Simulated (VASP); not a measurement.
Runs of VASP 6.6.1 on BaTe. The structure is that of space group Fm-3m (No. 225), or close to it. The cells are those of the table. 

```tsv
task	level	cell	cutoff (eV)	gap on the mesh (eV)	pressure (GPa)
single point	PBE	a = 4.996 Å, angles 60.0°, 2 atoms	520	(a)	0.3
relaxation of cell and atoms	PBE	relaxed from a = 4.822 Å, angles 60.0°, 2 atoms	600	1.60	0.0
relaxation of the atoms	r2SCAN	atoms relaxed from a = 4.961 Å, angles 60.0°, 2 atoms	520	1.89	1.0
single point	r2SCAN	a = 4.892 Å, angles 60.0°, 2 atoms	520	1.79	(b)
single point	r2SCAN	a = 4.961 Å, angles 60.0°, 2 atoms	520	1.89	1.0
```

Alike in all rows: potentials or basis VASP PAW PBE potentials, release 64 (Ba_sv, Te); no spin polarisation; k mesh 8 × 8 × 8; smearing fermi-dirac 0.02 eV.

Fill in the values left out.

(a) 1.58; (b) 2.6.

Caveats: spin-orbit coupling is left out, which moves the levels of the heavy elements; the PAW data sets were made with another functional, which shifts forces and pressure a little (some runs); the relaxation stopped at its first step, so nothing moved (some runs).

A k mesh can miss the band edges, and the runs leave out spin-orbit coupling on Ba, Te.
